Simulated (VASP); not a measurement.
Si3IrRu, 5 atoms in the cell. Symmetry: I4mm, No. 107, tetragonal system. Conventional cell: a = 3.100 Å, b = 3.100 Å, c = 14.460 Å, α = 90.00°, β = 90.00°, γ = 90.00°. Si (site symmetry 4mm) has 4 Ir at 2.63 Å and 9 Si at 2.63 to 3.10 Å and 1 Ru at 2.89 Å within 3.5 Å. Within 3.5 Å of Si (site symmetry 4mm) lie 4 Ru at 2.63 Å and 4 Ir at 2.63 Å and 6 Si at 2.89 to 3.10 Å. Within 3.5 Å of Si (site symmetry 4mm) lie 9 Si at 2.63 to 3.10 Å and 4 Ru at 2.63 Å and 1 Ir at 2.89 Å. Ru (site symmetry 4mm) has 9 Si at 2.63 to 2.89 Å and 1 Ir at 2.89 Å and 4 Ru at 3.10 Å within 3.5 Å. Ir (site symmetry 4mm) has 9 Si at 2.63 to 2.89 Å and 1 Ru at 2.89 Å and 4 Ir at 3.10 Å within 3.5 Å. 

| Item | Value |
| --- | --- |
| Program | VASP 6.6.1 |
| Task | relaxation of cell and atoms |
| Functional | PBE |
| Potentials or basis | VASP PAW PBE potentials, release 64 (Si, Ru_pv, Ir) |
| Cutoff | 600 eV |
| k mesh | 7 × 7 × 7 |
| Occupations | gaussian, width 0.2 eV |
| Spin | no spin polarisation |
| Dipole correction | no |
| Further INCAR settings | ALGO = Normal; EDIFF = 1e-07; IBRION = 2; EDIFFG = -0.08; NSW = 36; ISIF = 3 |

Potentials or basis: VASP PAW PBE potentials, release 64 (Si, Ru_pv, Ir).

Launch:

```bash
$ cat potpaw_PBE.64/Si/POTCAR potpaw_PBE.64/Ru_pv/POTCAR potpaw_PBE.64/Ir/POTCAR > POTCAR
$ mpirun -np 1 vasp_std > vasp.out
```

Hardware: 1 thread of Intel Xeon 8259CL (shared host).

Q: How long does it take, and how much memory?

A: Wall time 94 min on 1 thread of Intel Xeon 8259CL (shared host), peak memory 0.66 GiB. Counts: scf iterations 168, k points 40, ion steps 16.
